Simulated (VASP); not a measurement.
# Gd (P6_3/mmc) in VASP: notebook

Gd is run at these levels: r2SCAN; tasks: single point.

Everything below comes from runs of VASP 6.6.1. Logs are shortened: lines on timing, memory, paths and dates and some standing lists are left out, and cuts for length are marked.

**1. The cell of the first run**

It takes space group P6_3/mmc (No. 194, hexagonal). Conventional cell: a = 3.640 Å, b = 3.640 Å, c = 5.911 Å, α = 90.00°, β = 90.00°, γ = 120.00°. Within 4.8 Å of Gd (site symmetry -6m2) lie 12 Gd at 3.63 to 3.64 Å.

**2. Single point, r2SCAN, collinear spin, ferromagnetic start**

Contents of POSCAR:

```
Gd
1.0
    3.6395052102      0.0000000000      0.0000000000
   -1.8197526051      3.1519039692      0.0000000000
    0.0000000000      0.0000000000      5.9110370954
Gd
2
Direct
    0.3333333333      0.6666666667      0.2500000000
    0.6666666667      0.3333333333      0.7500000000
```

Contents of INCAR.step1:

```
PREC = Accurate ; ENCUT = 520
ISMEAR = -1 ; SIGMA = 0.05
LREAL = F ; LASPH = T
NELM = 150 ; ISPIN = 2
MAGMOM = 7.588 7.588 ; LMAXMIX = 6
NBANDS = 29 ; GGA = PE
ALGO = Normal ; EDIFF = 1E-4
LWAVE = T ; LCHARG = F
```

Contents of INCAR.step2:

```
PREC = Accurate ; ENCUT = 520
EDIFF = 1E-6 ; ISMEAR = -1
SIGMA = 0.05 ; LREAL = F
LASPH = T ; NELM = 150
ALGO = Normal ; ISIF = 2
LWAVE = F ; LCHARG = F
ISPIN = 2 ; MAGMOM = 7.588 7.588
LORBIT = 11 ; LMAXMIX = 6
METAGGA = R2SCAN ; LMIXTAU = T
NBANDS = 29 ; ISTART = 1
```

Contents of KPOINTS:

```
Automatic mesh
0
Gamma
  2 2 1
```

Potentials or basis: VASP PAW PBE potentials, release 64 (Gd).

Command:

```bash
cat potpaw_PBE.64/Gd/POTCAR > POTCAR
cp INCAR.step1 INCAR
mpirun -np 1 vasp_std > vasp.out
cp INCAR.step2 INCAR
mpirun -np 1 vasp_std > vasp.out
```

OUTCAR:

```text
PREC = Accurate
   ENCUT = 520
   EDIFF = 1E-6
   ISMEAR = -1
   LREAL = F
   LASPH = T
   NELM = 150
   ISIF = 2
   ISPIN = 2
   LORBIT = 11
   METAGGA = R2SCAN
   ISTART = 1

 ion  position               nearest neighbor table
   1  0.333  0.667  0.250-
   2  0.667  0.333  0.750-

  LATTYP: Found a hexagonal cell.
 ALAT       =     3.6395052102
 C/A-ratio  =     1.6241320603

  Lattice vectors:

 A1 = (   3.6395052102,   0.0000000000,   0.0000000000)
 A2 = (  -1.8197526051,   3.1519039692,   0.0000000000)
 A3 = (   0.0000000000,   0.0000000000,   5.9110370954)

Analysis of symmetry for initial positions (statically):
=====================================================================
 Subroutine PRICEL returns:
 Original cell was already a primitive cell.

 Routine SETGRP: Setting up the symmetry group for a
 hexagonal supercell.

 Subroutine GETGRP returns: Found 24 space group operations
 (whereof 12 operations were pure point group operations)
 out of a pool of 24 trial point group operations.

The static configuration has the point symmetry D_3d.
 The point group associated with its full space group is D_6h.

Analysis of symmetry for dynamics (positions and initial velocities):
=====================================================================
 Subroutine PRICEL returns:
 Original cell was already a primitive cell.

 Routine SETGRP: Setting up the symmetry group for a
 hexagonal supercell.

 Subroutine GETGRP returns: Found 24 space group operations
 (whereof 12 operations were pure point group operations)
 out of a pool of 24 trial point group operations.

The dynamic configuration has the point symmetry D_3d.
 The point group associated with its full space group is D_6h.

Analysis of structural, dynamic, and magnetic symmetry:
=====================================================================
 Subroutine PRICEL returns:
 Original cell was already a primitive cell.

 Routine SETGRP: Setting up the symmetry group for a
 hexagonal supercell.

 Subroutine GETGRP returns: Found 24 space group operations
 (whereof 12 operations were pure point group operations)
 out of a pool of 24 trial point group operations.

The overall configuration has the point symmetry D_3d.
 The point group associated with its full space group is D_6h.

 Subroutine INISYM returns: Found 24 space group operations
 (whereof 12 operations are pure point group operations),
 and found     1 'primitive' translations

----------------------------------------------------------------------------------------

                                     Primitive cell

  volume of cell :      67.8077

  direct lattice vectors                    reciprocal lattice vectors
     3.639505210  0.000000000  0.000000000     0.274762624  0.158634275  0.000000000
    -1.819752605  3.151903969  0.000000000     0.000000000  0.317268549  0.000000000
     0.000000000  0.000000000  5.911037095     0.000000000  0.000000000  0.169175051

  length of vectors
     3.639505210  3.639505210  5.911037095     0.317268549  0.317268549  0.169175051

  position of ions in fractional coordinates (direct lattice)
     0.333333333  0.666666667  0.250000000
     0.666666667  0.333333333  0.750000000

  ion indices of the primitive-cell ions
   primitive index   ion index
                 1           1
                 2           2

----------------------------------------------------------------------------------------

 KPOINTS: Automatic mesh

Automatic generation of k-mesh.
 Grid dimensions read from file:
 generate k-points for:    2    2    1

 Generating k-lattice:

  Cartesian coordinates                     Fractional coordinates (reciprocal lattice)
     0.137381312  0.079317137  0.000000000     0.500000000 -0.000000000  0.000000000
     0.000000000  0.158634275  0.000000000     0.000000000  0.500000000  0.000000000
     0.000000000  0.000000000  0.169175051     0.000000000  0.000000000  1.000000000

  Length of vectors
     0.158634275  0.158634275  0.169175051

  Shift w.r.t. Gamma in fractional coordinates (k-lattice)
     0.000000000  0.000000000  0.000000000

 Subroutine IBZKPT returns following result:
 ===========================================

 Found      2 irreducible k-points:

 Following reciprocal coordinates:
            Coordinates               Weight
  0.000000  0.000000  0.000000      1.000000
  0.500000  0.000000  0.000000      3.000000
   k-points           NKPTS =      2   k-points in BZ     NKDIM =      2   number of bands    NBANDS=     29
   number of dos      NEDOS =    301   number of ions     NIONS =      2
   total plane-waves  NPLWV =  37632
   dimension x,y,z NGX =    28 NGY =   28 NGZ =   48
   dimension x,y,z NGXF=    56 NGYF=   56 NGZF=   96
   ions per type =               2
   NGX,Y,Z   is equivalent  to a cutoff of  12.79, 12.79, 13.50 a.u.
   NGXF,Y,Z  is equivalent  to a cutoff of  25.58, 25.58, 27.00 a.u.
 SYSTEM =  unknown system
   PREC   = accura    normal or accurate (medium, high low for compatibility)
   ISTART =      1    job   : 0-new  1-cont  2-samecut
   ICHARG =      0    charge: 1-file 2-atom 10-const
   ISPIN  =      2    spin polarized calculation?
   LNONCOLLINEAR =      F non collinear calculations
   LSORBIT =      F    spin-orbit coupling
   LASPH  =      T    aspherical Exc in radial PAW
   ENCUT  =  520.0 eV  38.22 Ry    6.18 a.u.   6.77  6.77 10.99*2*pi/ulx,y,z
   NELM   =    150;   NELMIN=  2; NELMDL=  0     # of ELM steps
   EDIFF  = 0.1E-05   stopping-criterion for ELM
   LREAL  =      F    real-space projection
   EDIFFG = 0.1E-04   stopping-criterion for IOM
   NSW    =      0    number of steps for IOM
   IBRION =     -1    ionic relax: 0-MD 1-quasi-New 2-CG
   NFREE  =      0    steps in history (QN), initial steepest desc. (CG)
   ISIF   =      2    stress and relaxation
   ISYM   =      2    0-nonsym 1-usesym 2-fastsym
   POTIM  = 0.5000    time-step for ionic-motion
   TEBEG  =    0.0;   TEEND  =   0.0 temperature during run
   PSTRESS=    0.0 pullay stress
   NELECT =      36.0000    total number of electrons
   NUPDOWN=      -1.0000    fix difference up-down
   EMIN   =  10.00;   EMAX   =-10.00  energy-range for DOS
   EFERMI =   0.00;   METHOD = LEGACY
   ISMEAR =    -1;   SIGMA  =   0.05  broadening in eV -4-tet -1-fermi 0-gaus
   EFERMI_NEDOS =   21; number of points for ismear=-14 and -15
   IALGO  =     38    algorithm
   IMIX   =      4    mixing-type and parameters
     AMIX     =   0.40;   BMIX     =  1.00
     AMIX_MAG =   1.60;   BMIX_MAG =  1.00
  volume/ion in A,a.u.               =      33.90       228.79
  Fermi-wavevector in a.u.,A,eV,Ry     =   1.325611  2.505041 23.908752  1.757244
  Thomas-Fermi vector in A             =   2.455059
   LORBIT       =     11    0 simple, 1 ext, 2 COOP (PROOUT), +10 PAW based schemes
   METAGGA = R2SCAN    functional components
   LHFCALC =     F    Hartree Fock is set to
   AEXX    =    0.0000 exact exchange contribution
   IVDW    =     0    specifies the selected vdW correction
   LEPSILON=     F    determine dielectric tensor
   LRPA    =     F    only Hartree local field effects (RPA)
 spin polarized calculation
  energy-cutoff  :      520.00
  volume of cell :       67.81
 maximum number of plane-waves:      1826
 NGX is ok and might be reduce to    28
   NGX = 13   NGY = 13   NGZ = 21

 number of electron      36.0000008 magnetization      14.5000574

 Free energy of the ion-electron system (eV)
  ---------------------------------------------------
  ext. energy  EPLUGINS =         0.00000000
  ---------------------------------------------------
  free energy    TOTEN  =       -83.52006583 eV

  energy without entropy =      -83.49617959  energy(sigma->0) =      -83.50812271

 E-fermi :   2.6833     XC(G=0): -10.5721

 val. band max:        2.6486785021   @ k =   0.5000   0.0000   0.0000
 cond. band min:       3.5331182097   @ k =   0.0000   0.0000   0.0000
 fundamental gap:      0.8844397076
 Fermi energy:         2.6833456754

 spin component 1

 k-point     1 :       0.0000    0.0000    0.0000
  band No.  band energies     occupation
      1     -44.3801      1.00000
      2     -44.3222      1.00000
      3     -21.4135      1.00000
      4     -20.7779      1.00000
      5     -20.7159      1.00000
      6     -20.7158      1.00000
[... 21 lines left out ...]
     28       4.4677      0.00000
     29       5.0908      0.00000

 k-point     2 :       0.5000    0.0000    0.0000
  band No.  band energies     occupation
      1     -44.3239      1.00000
      2     -44.3050      1.00000
      3     -21.2017      1.00000
      4     -21.1328      1.00000
      5     -21.0977      1.00000
      6     -20.9282      1.00000
[... 21 lines left out ...]
     28       4.2067      0.00000
     29       4.6305      0.00000
 Fermi energy:         2.6833456754

 spin component 2

 k-point     1 :       0.0000    0.0000    0.0000
  band No.  band energies     occupation
      1     -40.5881      1.00000
      2     -40.5087      1.00000
      3     -18.9244      1.00000
      4     -18.1123      1.00000
      5     -18.1107      1.00000
      6     -18.1107      1.00000
[... 21 lines left out ...]
     28       5.4862      0.00000
     29       6.0808      0.00000

 k-point     2 :       0.5000    0.0000    0.0000
  band No.  band energies     occupation
      1     -40.5087      1.00000
      2     -40.4828      1.00000
      3     -18.7637      1.00000
      4     -18.6235      1.00000
      5     -18.5610      1.00000
      6     -18.3011      1.00000
[... 21 lines left out ...]
     28       5.1606      0.00000
     29       5.7029      0.00000

------------------------ aborting loop because EDIFF is reached ----------------------------------------

  FORCE on cell =-STRESS in cart. coord.  units (eV):
  Direction    XX          YY          ZZ          XY          YZ          ZX
  --------------------------------------------------------------------------------------
  -------------------------------------------------------------------------------------
  Total       -4.2416758     -4.2416758     -4.4379997      0.0000000      0.0000000      0.0000000
  in kB     -100.2233795   -100.2233795   -104.8621710      0.0000000      0.0000000      0.0000000
  external PRESSURE =    -101.7696433 kB  Pullay stress =       0.0000000 kB

 VOLUME and BASIS-vectors are now :
 -----------------------------------------------------------------------------
  energy-cutoff  :      520.00
  volume of cell :       67.81
      direct lattice vectors                 reciprocal lattice vectors
     3.639505210  0.000000000  0.000000000     0.274762624  0.158634275  0.000000000
    -1.819752605  3.151903969  0.000000000     0.000000000  0.317268549  0.000000000
     0.000000000  0.000000000  5.911037095     0.000000000  0.000000000  0.169175051

 POSITION                                       TOTAL-FORCE (eV/Angst)
 -----------------------------------------------------------------------------------
     -0.00000      2.10127      1.47776        -0.000000      0.000000      0.000000
      1.81975      1.05063      4.43328         0.000000      0.000000      0.000000
 -----------------------------------------------------------------------------------
    total drift:                               -0.000000      0.000000     -0.000000

  FREE ENERGIE OF THE ION-ELECTRON SYSTEM (eV)
  ---------------------------------------------------
  free  energy   TOTEN  =       -83.5200658312 eV

  energy  without entropy=      -83.4961795875  energy(sigma->0) =      -83.50812271

 total charge

# of ion       s       p       d       f       tot
--------------------------------------------------
    1        2.071   5.561   0.621   6.929  15.182
    2        2.071   5.561   0.621   6.929  15.182
--------------------------------------------------
tot          4.141  11.123   1.242  13.858  30.364

 magnetization (x)

# of ion       s       p       d       f       tot
--------------------------------------------------
    1       -0.002  -0.105   0.049   6.905   6.847
    2       -0.002  -0.105   0.049   6.905   6.847
--------------------------------------------------
tot         -0.005  -0.211   0.098  13.810  13.693
```

Wall time 65 s (1 thread of Intel Xeon Platinum 8488C (Sapphire Rapids), shared host); peak memory 0.23 GiB.

Results:

- Free energy: -83.5201 eV
- Pressure: -10.2 GPa
- Net moment: 14.50 μB per cell
- Site moments: Gd +6.85 μB
- Valence electrons inside the program's atomic spheres: Gd 15.18

Stress tensor (GPa, compression positive):
```
-10.02   0.00   0.00
  0.00 -10.02   0.00
  0.00   0.00 -10.49
```

Levels at points of the mesh, in eV from the Fermi level:
Spin up:
```csv
k point,band 22,band 23,band 24,band 25,band 26,band 27,band 28,band 29
"(0.00, 0.00, 0.00)",-5.52,-5.07,-2.26,0.85,1.64,1.78,1.78,2.41
"(0.50, 0.00, 0.00)",-5.56,-1.92,-1.47,-1.16,-0.03,1.23,1.52,1.95
```
Spin down:
| k point | band 8 | band 9 | band 10 | band 11 | band 12 | band 13 |
| --- | --- | --- | --- | --- | --- | --- |
| (0.00, 0.00, 0.00) | -20.69 | -4.23 | -1.52 | 1.26 | 1.31 | 1.33 |
| (0.50, 0.00, 0.00) | -20.79 | -1.01 | -0.85 | -0.50 | 0.92 | 1.33 |

Caveat: the k points lie up to 1.06 Å⁻¹ apart; the PAW data sets were made with another functional, which shifts forces and pressure a little; spin-orbit coupling is left out, which moves the levels of the heavy elements.

(Continued in part 2 of 2.)
